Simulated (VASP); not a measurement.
Ti, 2 atoms in the cell. The structure is tetragonal, space group I4/mmm (No. 139). The conventional cell has a = 2.733 Å, b = 2.733 Å, c = 4.260 Å, α = 90.00°, β = 90.00°, γ = 90.00°. Ti (site symmetry 4/mmm) has 12 Ti at 2.73 to 2.88 Å within 3.6 Å.  This cell differs from its parent crystal: biaxial strain in the a-b plane: -6.0 %.

- Program: VASP 6.6.1
- Task: single point
- Functional: PBE
- Potentials or basis: VASP PAW PBE potentials, release 64 (Ti_sv)
- Cutoff: 520 eV
- k mesh: 18 × 18 × 12
- Occupations: gaussian, width 0.1 eV
- Spin: no spin polarisation
- Dipole correction: no
- Further INCAR settings: ALGO = Fast; EDIFF = 1e-07; NBANDS = 19

Potentials or basis: VASP PAW PBE potentials, release 64 (Ti_sv).

Command:

```console
$ cat potpaw_PBE.64/Ti_sv/POTCAR > POTCAR
$ mpirun -np 1 vasp_std > vasp.out
```

Hardware: 1 thread of AMD EPYC 7R13, with other jobs on the host.

Q: How long does it take, and how much memory?

A: It took 11 min on 1 thread of AMD EPYC 7R13, on a shared host, peak memory 0.26 GiB. Counts: scf iterations 50, k points 385.
